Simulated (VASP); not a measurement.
Input of a VASP 6.6.1 run:

File INCAR:

```
SYSTEM = GaAs
  ALGO = Normal
  EDIFF = 1E-6
  EDIFFG = -0.002
  ENCUT = 600
  GGA = CA
  IBRION = 2
  ISIF = 3
  ISMEAR = -1
  LASPH = .TRUE.
  LCHARG = .FALSE.
  LREAL = .FALSE.
  LWAVE = .FALSE.
  NELM = 60
  NSW = 100
  PREC = Accurate
  SIGMA = 0.08
```

The input KPOINTS:

```
k-points
0
G
  12 12 12
  0 0 0
```

POSCAR

```
GaAs
1.0
    2.8268500000      2.8268500000      0.0000000000
   -2.8268500000      2.8268500000      0.0000000000
    0.0000000000      2.8268500000      2.8268500000
Ga As
1 1
Direct
    0.0000000000      0.0000000000      0.0000000000
    0.7500000000      0.2500000000      0.5000000000
```

Potentials or basis: VASP PAW LDA potentials, release 64 (Ga_d, As).

Run with:

```console
$ cat potpaw_LDA.64/Ga_d/POTCAR potpaw_LDA.64/As/POTCAR > POTCAR
$ mpirun -np 1 vasp_std > vasp.out
```

Q: Predict the relaxed cell.

A: a = 3.968 Å, b = 3.968 Å, c = 3.968 Å, α = 60.00°, β = 60.00°, γ = 90.00°.

Q: Estimate the band gap on the k mesh.

A: 0.50 eV, direct.

Final structure:
```yaml
crystal:
  lattice:
    - [2.80548, 2.80548, 0.00000]
    - [-2.80548, 2.80548, 0.00000]
    - [0.00000, 2.80548, 2.80548]
  atoms:
    - { symbol: Ga, position: [0.00000, 0.00000, 0.00000] }
    - { symbol: As, position: [0.75000, 0.25000, 0.50000] }
```

A k mesh can miss the band edges. LDA usually gives volumes a few per cent too small.
